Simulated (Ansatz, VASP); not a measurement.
# Two plane-wave programs on InO

```
CELL_PARAMETERS angstrom
3.28093 0.00000 0.00000
-1.64047 2.84137 0.00000
0.00000 0.00000 16.67095
ATOMIC_POSITIONS crystal
In 0.66667 0.33333 0.59002
In 0.66667 0.33333 0.40998
O 0.00000 0.00000 0.63987
O 0.00000 0.00000 0.36013
```

Change from the starting cell: strain -0.050 along x and y, +0.050 along z, atoms carried along.

Alike in both runs: task single point; functional LDA; k mesh 12 × 12 × 2; occupations gaussian, width 0.03 eV; no spin polarisation.

|  | VASP | Ansatz |
| --- | --- | --- |
| version | VASP 6.6.1 | Ansatz 0.2.0 |
| potentials or method | VASP PAW LDA potentials, release 64 (In_d, O), cutoff 520 eV | scalar-relativistic, plane waves, PAW |
| valence electrons in the cell | 38 | 38 |

```tsv
	VASP	Ansatz	Ansatz less VASP
gap on the k mesh at the Fermi level (eV)	none	none	-
rms of the force components (eV/Å)	0.380	0.367	-0.0130
```

LDA's correlation is that of Perdew and Zunger in VASP and of Perdew and Wang (1992) in Ansatz. Atom by atom the forces differ by 0.021 eV/Å (rms over components). A gap of «none» marks a metal or a gap that the smearing closes.
